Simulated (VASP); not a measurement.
# AlGa3N4 (P1) in VASP: notebook

AlGa3N4 is run at these levels: PBEsol; tasks: single point.

Everything below comes from runs of VASP 6.6.1. Logs are shortened: lines on timing, memory, paths and dates and some standing lists are left out, and cuts for length are marked.

## Step 1: The cell of the first run

The typed cell holds 96 atoms: a = 9.497 Å, b = 10.966 Å, c = 10.270 Å, α = 90.00°, β = 90.00°, γ = 90.00°.

## Step 2: Single point, PBEsol

Input file INCAR:

```
SYSTEM = AlGa3N4
PREC = Accurate
ENCUT = 700
EDIFF = 1E-6
ISMEAR = -1
SIGMA = 0.05
LREAL = Auto
LASPH = .True.
NELM = 120
ALGO = Normal
ISIF = 2
LWAVE = .False.
LCHARG = .True.
GGA = PS
LELF = .True.
LVHAR = .True.
ISYM = -1
NBANDS = 426
GGA_COMPAT = .False.
KPAR = 1
```

Input file KPOINTS:

```
explicit points
1
Reciprocal
  0.25000000   0.25000000   0.25000000 1
```

Input file POSCAR:

```
AlGa3N4
1.0
    9.4965400000      0.0000000000      0.0000000000
    0.0000000000     10.9656600000      0.0000000000
    0.0000000000      0.0000000000     10.2701910000
Ga Al N
36 12 48
Direct
    0.1662230000      0.0786510000      0.2499670000
    0.9986210000      0.3302260000      0.2511000000
    0.5004880000      0.0819950000      0.2489940000
    0.3337300000      0.3323990000      0.2501040000
    0.3299140000      0.3331690000      0.7450560000
    0.1676270000      0.5794900000      0.2493250000
    0.1643700000      0.5851930000      0.7471860000
    0.9995750000      0.8315660000      0.2482310000
    0.8326060000      0.0837590000      0.2490950000
    0.6675450000      0.3366900000      0.2494180000
    0.6697700000      0.3312670000      0.7497760000
    0.4988670000      0.5853410000      0.2499370000
    0.4984900000      0.5821250000      0.7508150000
    0.3332640000      0.8346270000      0.2488540000
    0.3358250000      0.8325820000      0.7486850000
    0.8303410000      0.5833860000      0.2489740000
    0.8302710000      0.5841920000      0.7461390000
    0.6678830000      0.8345100000      0.2518340000
    0.0007710000      0.1661690000      0.5010050000
    0.3354340000      0.1636070000      0.4965730000
    0.1662140000      0.4185300000      0.5026430000
    0.1654610000      0.4142840000      0.9952510000
    0.9980380000      0.6665420000      0.4990010000
    0.0009740000      0.6631070000      0.0039510000
    0.6704530000      0.1658230000      0.4999570000
    0.4995740000      0.4140780000      0.4991320000
    0.5014630000      0.4171850000      0.9964670000
    0.3326840000      0.6681780000      0.5000920000
    0.3346930000      0.6677300000      0.9981480000
    0.1696520000      0.9152300000      0.4988600000
    0.8328840000      0.4155670000      0.5001720000
    0.8337710000      0.4176710000      0.9977120000
    0.6670870000      0.6673530000      0.4993470000
    0.6647490000      0.6654550000      0.0014870000
    0.5005680000      0.9187180000      0.5015180000
    0.8323190000      0.9167760000      0.4953470000
    0.1700670000      0.0863280000      0.7448690000
    0.0013510000      0.3353740000      0.7499200000
    0.5018220000      0.0830670000      0.7485440000
    0.0031140000      0.8296870000      0.7492030000
    0.8353450000      0.0841460000      0.7500600000
    0.6657020000      0.8314280000      0.7519670000
    0.9989250000      0.1682220000      0.9949390000
    0.3367350000      0.1679880000      0.9988120000
    0.6687510000      0.1640420000      0.9992040000
    0.1669510000      0.9130470000      0.9992920000
    0.4967240000      0.9131410000      0.9983950000
    0.8322220000      0.9170510000      0.9990140000
    0.0019760000      0.1638160000      0.1884100000
    0.0011990000      0.1678900000      0.6840480000
    0.3295330000      0.1673960000      0.1856520000
    0.3331170000      0.1683720000      0.6898820000
    0.1691610000      0.4171820000      0.1902170000
    0.1671010000      0.4151710000      0.6914820000
    0.0017770000      0.6716820000      0.1913290000
    0.9959600000      0.6664950000      0.6843620000
    0.6676730000      0.1684410000      0.1888980000
    0.6682950000      0.1660450000      0.6863490000
    0.5003680000      0.4170580000      0.1881270000
    0.5024790000      0.4169540000      0.6874070000
    0.3342060000      0.6634890000      0.1872250000
    0.3316320000      0.6693640000      0.6884370000
    0.1679770000      0.9202470000      0.1927550000
    0.1685850000      0.9177880000      0.6841700000
    0.8308030000      0.4160950000      0.1887160000
    0.8310510000      0.4153190000      0.6882010000
    0.6670800000      0.6667120000      0.1869850000
    0.6672890000      0.6687150000      0.6882850000
    0.4975190000      0.9155330000      0.1901030000
    0.4984370000      0.9153650000      0.6920840000
    0.8337650000      0.9161790000      0.1860990000
    0.8325040000      0.9150790000      0.6894930000
    0.1677750000      0.0846070000      0.4381370000
    0.1649030000      0.0816330000      0.9366390000
    0.9992940000      0.3338700000      0.4394510000
    0.9977300000      0.3376700000      0.9396650000
    0.5001650000      0.0847340000      0.4381260000
    0.4994740000      0.0842410000      0.9363450000
    0.3306440000      0.3365040000      0.4385860000
    0.3363880000      0.3324400000      0.9360070000
    0.1681890000      0.5853150000      0.4400630000
    0.1667500000      0.5818350000      0.9350960000
    0.9980680000      0.8317890000      0.4406340000
    0.9983690000      0.8335150000      0.9353280000
    0.8336440000      0.0834310000      0.4407680000
    0.8293850000      0.0801650000      0.9334370000
    0.6661780000      0.3331180000      0.4392300000
    0.6706450000      0.3336230000      0.9388470000
    0.5011820000      0.5849650000      0.4396880000
    0.4991470000      0.5866600000      0.9376630000
    0.3318040000      0.8323720000      0.4373170000
    0.3352530000      0.8321250000      0.9331210000
    0.8355850000      0.5848820000      0.4410770000
    0.8337270000      0.5864920000      0.9332400000
    0.6668550000      0.8343820000      0.4388170000
    0.6671920000      0.8307410000      0.9374050000
```

Potentials or basis: VASP PAW PBE potentials, release 64 (Ga_d, Al, N).

Command:

```sh
cat potpaw_PBE.64/Ga_d/POTCAR potpaw_PBE.64/Al/POTCAR potpaw_PBE.64/N/POTCAR > POTCAR
mpirun -np 4 vasp_std > vasp.out
```

OUTCAR:

```text
SYSTEM = AlGa3N4
   PREC = Accurate
   ENCUT = 700
   EDIFF = 1E-6
   ISMEAR = -1
   LREAL = Auto
   LASPH = .True.
   NELM = 120
   ISIF = 2
   GGA = PS
   ISYM = -1

 ion  position               nearest neighbor table
   1  0.166  0.079  0.250-  63 1.83  49 1.92  73 1.93  51 1.95
   2  0.999  0.330  0.251-  75 1.93  49 1.94  65 1.96  53 1.98
   3  0.500  0.082  0.249-  69 1.92  77 1.94  57 1.95  51 1.98
   4  0.334  0.332  0.250-  53 1.92  51 1.93  79 1.94  59 1.94
   5  0.330  0.333  0.745-  54 1.87  52 1.89  80 1.96  60 1.97  37 3.10  38 3.12
   6  0.168  0.579  0.249-  53 1.88  61 1.94  81 1.96  55 1.96
   7  0.164  0.585  0.747-  82 1.93  62 1.93  56 1.94  54 1.95  40 3.09
   8  1.000  0.832  0.248-  55 1.85  71 1.94  63 1.96  83 1.98  46 3.14
   9  0.833  0.084  0.249-  57 1.92  49 1.94  71 1.95  85 1.97  45 3.13
  10  0.668  0.337  0.249-  65 1.88  59 1.92  57 1.95  87 1.95
  11  0.670  0.331  0.750-  66 1.90  58 1.93  88 1.94  60 1.95  41 3.13
  12  0.499  0.585  0.250-  61 1.90  67 1.94  89 1.95  59 1.95
  13  0.498  0.582  0.751-  90 1.92  60 1.93  62 1.96  68 1.97
  14  0.333  0.835  0.249-  69 1.89  63 1.92  91 1.94  61 1.98  47 3.13  46 3.13
  15  0.336  0.833  0.749-  70 1.88  62 1.89  92 1.89  64 1.96  47 3.11  42 3.13
  16  0.830  0.583  0.249-  67 1.91  65 1.94  93 1.97  55 1.98
  17  0.830  0.584  0.746-  68 1.90  56 1.92  94 1.92  66 1.95  42 3.13
[... 5 lines left out ...]
  23  0.998  0.667  0.499-  93 1.88  56 1.90  83 1.91  81 1.94  40 3.13
  24  0.001  0.663  0.004-  55 1.93  94 1.94  82 1.94  84 2.00
  25  0.670  0.166  0.500-  85 1.89  58 1.91  87 1.94  77 1.95  41 3.14
  26  0.500  0.414  0.499-  87 1.92  79 1.92  60 1.93  89 1.97
  27  0.501  0.417  0.996-  80 1.93  88 1.94  90 1.95  59 1.97
  28  0.333  0.668  0.500-  81 1.91  91 1.91  62 1.93  89 1.94
  29  0.335  0.668  0.998-  90 1.90  92 1.92  61 1.94  82 1.96  47 3.10  46 3.13
  30  0.170  0.915  0.499-  91 1.90  64 1.90  73 1.96  83 1.96
  31  0.833  0.416  0.500-  75 1.92  87 1.93  66 1.93  93 1.95
  32  0.834  0.418  0.998-  76 1.88  88 1.90  65 1.96  94 1.97  38 3.13
  33  0.667  0.667  0.499-  89 1.92  93 1.93  95 1.93  68 1.94
  34  0.665  0.665  0.001-  67 1.91  90 1.91  96 1.93  94 1.95
  35  0.501  0.919  0.502-  77 1.93  95 1.94  70 1.96  91 1.97  39 3.11
  36  0.832  0.917  0.495-  95 1.90  85 1.91  83 1.91  72 1.99
  37  0.170  0.086  0.745-  52 1.88  50 1.94  64 1.95  74 1.97  19 3.10   5 3.10  20 3.11  39 3.15
                            38 3.17  43 3.17  41 3.18  44 3.18  40 3.23  46 3.23
  38  0.001  0.335  0.750-  54 1.90  66 1.95  76 1.95  50 1.96  22 3.09  43 3.11  21 3.12   5 3.12
                            32 3.13  37 3.17  41 3.17
  39  0.502  0.083  0.749-  70 1.93  78 1.93  58 1.93  52 1.95  35 3.11  37 3.15  45 3.15  44 3.15
                            41 3.17  42 3.17  47 3.17
  40  0.003  0.830  0.749-  56 1.91  84 1.91  64 1.96  72 1.97   7 3.09  23 3.13  46 3.14  48 3.18
                            42 3.20  41 3.21  37 3.23
  41  0.835  0.084  0.750-  86 1.88  58 1.94  50 1.95  72 1.96  43 3.10  11 3.13  45 3.13  19 3.13
                            25 3.14  48 3.15  39 3.17  38 3.17  37 3.18  42 3.21  40 3.21
  42  0.666  0.831  0.752-  68 1.90  96 1.90  70 1.94  72 1.94  47 3.13  17 3.13  15 3.13  48 3.13
                            39 3.17  40 3.20  41 3.21
  43  0.999  0.168  0.995-  74 1.94  76 1.94  86 1.98  49 1.99  41 3.10  38 3.11  22 3.13  45 3.14
                            37 3.17  48 3.18  44 3.21  46 3.22
  44  0.337  0.168  0.999-  78 1.91  80 1.92  51 1.92  74 1.99  39 3.15  45 3.15  37 3.18  47 3.18
                            43 3.21  46 3.23
  45  0.669  0.164  0.999-  86 1.91  78 1.94  57 1.95  88 1.96  48 3.12   9 3.13  41 3.13  43 3.14
                            39 3.15  44 3.15  47 3.20
  46  0.167  0.913  0.999-  84 1.94  92 1.95  74 1.96  63 1.99  29 3.13  14 3.13  47 3.13  40 3.14
                             8 3.14  48 3.18  43 3.22  44 3.23  37 3.23
  47  0.497  0.913  0.998-  92 1.89  96 1.96  69 1.97  78 1.98  29 3.10  15 3.11  14 3.13  42 3.13
                            46 3.13  39 3.17  44 3.18  48 3.19  45 3.20
[... 289 lines left out ...]
   LNONCOLLINEAR =      F non collinear calculations
   LSORBIT =      F    spin-orbit coupling
   LASPH  =      T    aspherical Exc in radial PAW
   ENCUT  =  700.0 eV  51.45 Ry    7.17 a.u.  20.49 23.66 22.16*2*pi/ulx,y,z
   NELM   =    120;   NELMIN=  2; NELMDL= -5     # of ELM steps
   EDIFF  = 0.1E-05   stopping-criterion for ELM
   LREAL  =      T    real-space projection
   EDIFFG = 0.1E-04   stopping-criterion for IOM
   NSW    =      0    number of steps for IOM
   IBRION =     -1    ionic relax: 0-MD 1-quasi-New 2-CG
   NFREE  =      0    steps in history (QN), initial steepest desc. (CG)
   ISIF   =      2    stress and relaxation
   ISYM   =     -1    0-nonsym 1-usesym 2-fastsym
   POTIM  = 0.5000    time-step for ionic-motion
   TEBEG  =    0.0;   TEEND  =   0.0 temperature during run
   PSTRESS=    0.0 pullay stress
   NELECT =     744.0000    total number of electrons
   NUPDOWN=      -1.0000    fix difference up-down
   EMIN   =  10.00;   EMAX   =-10.00  energy-range for DOS
   EFERMI =   0.00;   METHOD = LEGACY
   ISMEAR =    -1;   SIGMA  =   0.05  broadening in eV -4-tet -1-fermi 0-gaus
   EFERMI_NEDOS =   21; number of points for ismear=-14 and -15
   IALGO  =     38    algorithm
   IMIX   =      4    mixing-type and parameters
     AMIX     =   0.40;   BMIX     =  1.00
     AMIX_MAG =   1.60;   BMIX_MAG =  1.00
  volume/ion in A,a.u.               =      11.14        75.18
  Fermi-wavevector in a.u.,A,eV,Ry     =   1.450573  2.741185 28.628861  2.104162
  Thomas-Fermi vector in A             =   2.568169
   LORBIT       =      0    0 simple, 1 ext, 2 COOP (PROOUT), +10 PAW based schemes
   GGA     = PS    functional components
   LHFCALC =     F    Hartree Fock is set to
   AEXX    =    0.0000 exact exchange contribution
   IVDW    =     0    specifies the selected vdW correction
   LEPSILON=     F    determine dielectric tensor
   LRPA    =     F    only Hartree local field effects (RPA)
 non-spin polarized calculation
  energy-cutoff  :      700.00
  volume of cell :     1069.49
 maximum number of plane-waves:     44982
 NGX is ok and might be reduce to    84
   NGX = 41   NGY = 47   NGZ = 45

 number of electron     744.0000055 magnetization

 Free energy of the ion-electron system (eV)
  ---------------------------------------------------
  ext. energy  EPLUGINS =         0.00000000
  ---------------------------------------------------
  free energy    TOTEN  =      -658.66404490 eV

  energy without entropy =     -658.66404490  energy(sigma->0) =     -658.66404490

 E-fermi :   6.6246     XC(G=0): -11.7363

 val. band max:        5.3626214617   @ k =   0.2500   0.2500   0.2500
 cond. band min:       8.7492945726   @ k =   0.2500   0.2500   0.2500
 fundamental gap:      3.3866731109
 Fermi energy:         6.6246047275

 k-point     1 :       0.2500    0.2500    0.2500
  band No.  band energies     occupation
      1     -10.3416      2.00000
      2     -10.1031      2.00000
      3     -10.0138      2.00000
      4      -9.9301      2.00000
      5      -9.8323      2.00000
      6      -9.7704      2.00000
[... 376 lines left out ...]
    383      10.4581      0.00000
    384      10.4922      0.00000
 [bands above 384 left out]

------------------------ aborting loop because EDIFF is reached ----------------------------------------

  FORCE on cell =-STRESS in cart. coord.  units (eV):
  Direction    XX          YY          ZZ          XY          YZ          ZX
  --------------------------------------------------------------------------------------
  -------------------------------------------------------------------------------------
  Total        2.5653642      1.0398728      3.7093172     -0.0066656      2.5065808     -0.5358693
  in kB        3.8430932      1.5578015      5.5568139     -0.0099855      3.7550315     -0.8027694
  external PRESSURE =       3.6525695 kB  Pullay stress =       0.0000000 kB

 VOLUME and BASIS-vectors are now :
 -----------------------------------------------------------------------------
  energy-cutoff  :      700.00
  volume of cell :     1069.49
      direct lattice vectors                 reciprocal lattice vectors
     9.496540000  0.000000000  0.000000000     0.105301510  0.000000000  0.000000000
     0.000000000 10.965660000  0.000000000     0.000000000  0.091193781  0.000000000
     0.000000000  0.000000000 10.270191000     0.000000000  0.000000000  0.097369173

 POSITION                                       TOTAL-FORCE (eV/Angst)
 -----------------------------------------------------------------------------------
      1.57854      0.86246      2.56721         0.121728      1.521516      0.140082
      9.48344      3.62115      2.57884         0.354297      0.333504     -0.232550
      4.75290      0.89913      2.55722        -0.280968      0.548741     -0.253139
      3.16928      3.64497      2.56862         0.052179      0.102500     -0.103761
      3.13304      3.65342      7.65187         1.191904      0.139548      0.638056
      1.59188      6.35449      2.56062        -0.053319      0.679543      0.387259
[... 88 lines left out ...]
      6.33282      9.14955      4.50673        -0.362295     -0.020932     -0.128369
      6.33602      9.10962      9.62733        -0.391195      1.099291      0.278847
 -----------------------------------------------------------------------------------
    total drift:                                0.049736     -0.021679      0.019699

  FREE ENERGIE OF THE ION-ELECTRON SYSTEM (eV)
  ---------------------------------------------------
  free  energy   TOTEN  =      -658.6640449038 eV

  energy  without entropy=     -658.6640449038  energy(sigma->0) =     -658.66404490
```

Wall time 11 min (4 MPI ranks of Intel Xeon Platinum 8259CL at 2.50GHz (Skylake/Cascade Lake), shared host); peak memory 0.64 GiB.

What came out:

* Free energy: -658.6640 eV
* Pressure: 0.4 GPa
* Largest force: 2.489 eV/Å
* Band gap on the k mesh: 3.39 eV

Forces in eV/Å, atoms in the order of the input:
```
Ga   0.122  1.522  0.140
Ga   0.354  0.334 -0.233
Ga  -0.281  0.549 -0.253
Ga   0.052  0.102 -0.104
Ga   1.192  0.140  0.638
Ga  -0.053  0.680  0.387
Ga  -0.039 -0.031  0.055
Ga   0.164  1.050  0.768
Ga   0.242 -0.048  0.153
Ga  -0.538 -0.518  0.204
Ga  -0.602  0.134  0.028
Ga   0.256 -0.489  0.218
Ga   0.217  0.310 -0.541
Ga  -0.212 -0.745  0.285
Ga  -0.770  0.342 -0.332
Ga   0.603  0.013  0.432
Ga   0.204 -0.178  0.155
Ga  -0.218 -0.180 -0.456
Ga   0.112  0.148 -0.622
Ga  -0.422  1.000  0.508
Ga  -0.137 -0.037 -0.374
Ga   0.847  0.396  0.779
Ga   0.570  0.131 -0.130
Ga  -0.113  0.630 -0.798
Ga  -0.470  0.335 -0.119
Ga   0.052  0.626  0.051
Ga  -0.043  0.040  0.361
Ga   0.323 -0.209  0.009
Ga  -0.528 -0.387  0.103
Ga  -0.730  0.200 -0.145
Ga  -0.081  0.276 -0.034
Ga  -0.328  0.692  0.314
Ga   0.003 -0.060  0.267
Ga   0.553  0.215 -0.559
Ga  -0.230 -0.443 -0.001
Ga   0.375 -0.086  1.234
Al  -0.562 -0.740  0.521
Al  -0.520 -0.252 -0.246
Al  -0.181  0.160  0.105
Al  -0.514  0.796 -0.418
Al  -0.087 -0.661 -0.824
Al   0.445  0.370 -0.344
Al   0.161 -0.539  0.419
Al  -0.649 -0.337 -0.273
Al  -0.446  0.393 -0.073
Al  -0.241  0.627 -0.284
Al   0.734  0.569 -0.100
Al   0.083 -0.509 -0.516
N   -0.452  0.335 -1.137
N   -0.008  0.192  2.035
N    0.661 -0.311 -0.324
N    0.542 -1.120 -0.271
N   -0.743 -0.576 -0.725
N   -1.092  0.351 -0.175
N   -0.178 -1.673 -0.371
N    0.577  0.454  0.792
N   -0.182 -0.267 -0.915
N   -0.092 -0.838  0.901
N   -0.049  0.142 -0.172
N   -0.356 -0.242  0.263
N   -0.386  0.859 -0.090
N    0.174 -0.722 -0.049
N   -0.243 -1.644 -1.852
N   -0.608  0.187  1.239
N    0.837  0.384 -0.262
N    1.293 -0.061  0.303
N   -0.168  0.222  0.468
N   -0.676  0.370  0.138
N    0.565  0.071 -1.298
N    1.218  0.782 -0.132
N   -0.123  0.196 -0.482
N    0.146  0.192  0.514
N   -0.148 -0.399  0.032
N    0.279  0.325 -0.064
N    0.125 -0.081 -0.006
N    0.238 -1.686 -1.080
N    0.462 -0.311 -0.074
N    0.292 -0.403  0.351
N    0.250 -0.746  0.136
N   -0.399 -0.477  0.214
N   -0.338 -0.320 -0.210
N    0.058  0.206  0.453
N    0.353  0.463 -0.707
N    0.457  0.247  0.488
N    0.223 -0.044 -0.716
N    0.606  0.698  0.792
N    0.131 -0.122 -0.269
N   -0.474 -1.030  0.142
N   -0.181 -0.272 -0.195
N    0.143 -0.744  0.049
N    0.707  0.325 -0.014
N   -0.528  0.778  1.592
N   -0.690 -0.556 -0.709
N   -0.136 -0.543  0.896
N   -0.362 -0.021 -0.128
N   -0.391  1.099  0.279
```

Levels at points of the mesh, in eV from the valence-band top:
```csv
k point,band 368,band 369,band 370,band 371,band 372,band 373,band 374,band 375,band 376,band 377
"(0.25, 0.25, 0.25)",-0.38,-0.35,-0.33,-0.06,0.00,3.39,4.38,4.44,4.57,4.59
```

Caveat: the PAW data sets were made with another functional, which shifts forces and pressure a little; a shifted mesh leaves out Γ, where band edges can lie. A k mesh can miss the band edges.

(Continued in part 2 of 2.)
